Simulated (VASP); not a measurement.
Set up this calculation in VASP 6.6.1, as the native input.

```yaml
Task: single point
Functional: PBE
Potentials_or_basis: VASP PAW PBE potentials, release 64 (Si)
Cutoff: 500 eV
k_mesh: 6 × 6 × 6
Occupations: gaussian, width 0.01 eV
Spin: no spin polarisation
Dipole_correction: no
Further_INCAR_settings: ALGO = Normal; EDIFF = 1e-06; NBANDS = 11
```

The structure of Si lies in POSCAR:

```
Si
1.0
    0.0000000000      2.6675585708      2.6675585708
    2.6675585708      0.0000000000      2.6675585708
    2.6675585708      2.6675585708      0.0000000000
Si
2
Direct
    0.7500000000      0.7500000000      0.7500000000
    0.5000000000      0.5000000000      0.5000000000
```

The input as run:

INCAR

```
SYSTEM = Si
PREC = Accurate ; ENCUT = 500
EDIFF = 1E-6 ; ISMEAR = 0
SIGMA = 0.01 ; LREAL = .False.
LASPH = .True. ; NELM = 120
ALGO = Normal ; ISIF = 2
LWAVE = .False. ; LCHARG = .True.
GGA = PE ; LELF = .True.
LVHAR = .True. ; NBANDS = 11
GGA_COMPAT = .False.
```

KPOINTS

```
regular mesh
0
Gamma
  6 6 6
  0 0 0
```

Potentials or basis: VASP PAW PBE potentials, release 64 (Si).

Launch:

```bash
$ cat potpaw_PBE.64/Si/POTCAR > POTCAR
$ mpirun -np 1 vasp_std > vasp.out
```

Results of the run:

The pressure is 7.8 GPa and the band gap on the k mesh is 0.60 eV, indirect (least direct gap 2.58 eV).

It took 12 s on 1 thread of Intel Xeon 8259CL (shared host), peak memory 0.14 GiB.
